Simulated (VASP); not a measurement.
Runs of VASP 6.6.1 on Nb. The structure is that of space group Im-3m (No. 229), or close to it. The cells are those of the table. 

```csv
task,cell,k mesh,cutoff (eV),smearing,gap on the mesh (eV),pressure (GPa)
single point,"a = 2.890 Å, angles 109.5°, 1 atom",18 × 18 × 18,520,gaussian 0.1 eV,none,-5.1
single point,"a = 2.862 Å, angles 109.5°, 1 atom",18 × 18 × 18,520,gaussian 0.1 eV,none,-0.2
relaxation of cell and atoms,"relaxed from a = 2.882 Å, angles 109.5°, 1 atom",18 × 18 × 18,600,gaussian 0.1 eV,none,0.0
single point,"a = 2.918 Å, angles 109.5°, 1 atom",18 × 18 × 18,520,gaussian 0.1 eV,none,(a)
single point,"a = 2.863 Å, angles 109.5°, 1 atom",20 × 20 × 20,520,fermi-dirac 0.15 eV,none,-0.2
single point,"a = 2.803 Å, angles 109.5°, 1 atom",18 × 18 × 18,520,gaussian 0.1 eV,none,11.7
single point,"a = 2.833 Å, angles 109.5°, 1 atom",18 × 18 × 18,520,gaussian 0.1 eV,none,5.4
```

Alike in all rows: level r2SCAN; potentials or basis VASP PAW PBE potentials, release 64 (Nb_sv); no spin polarisation.

Problem. Estimate the missing entries.

Solution. (a) -9.4.

Caveats: the PAW data sets were made with another functional, which shifts forces and pressure a little.

A k mesh can miss the band edges, and the runs leave out spin-orbit coupling on Nb.

A gap of «none» marks levels without a gap at the run's occupations.
